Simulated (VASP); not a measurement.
Si, 1 atom in the cell. Symmetry: P6/mmm, No. 191, hexagonal system. The conventional cell has a = 2.752 Å, b = 2.752 Å, c = 2.343 Å, α = 90.00°, β = 90.00°, γ = 120.00°. Within 3.1 Å of Si (site symmetry 6/mmm) lie 8 Si at 2.34 to 2.75 Å. This isn't the form of Si at room conditions, which is diamond. This cell differs from its parent crystal: strain +0.050 along x and y, -0.050 along z.

| Quantity | Value |
| --- | --- |
| Program | VASP 6.6.1 |
| Task | single point |
| Functional | LDA |
| Potentials or basis | VASP PAW LDA potentials, release 64 (Si) |
| Cutoff | 520 eV |
| k mesh | 24 × 24 × 20 |
| Occupations | gaussian, width 0.15 eV |
| Spin | no spin polarisation |
| Dipole correction | no |
| Further INCAR settings | ALGO = Normal; EDIFF = 1e-06; NBANDS = 8 |

Potentials or basis: VASP PAW LDA potentials, release 64 (Si).

Launch:

```console
$ cat potpaw_LDA.64/Si/POTCAR > POTCAR
$ mpirun -np 1 vasp_std > vasp.out
```

Hardware: 1 thread of Intel Xeon 8259CL, on a shared host.

Q: How long does it take, and how much memory?

A: Wall time 62 s on 1 thread of Intel Xeon 8259CL, with other jobs on the host, peak memory 0.17 GiB. Counts: scf iterations 10, k points 671.
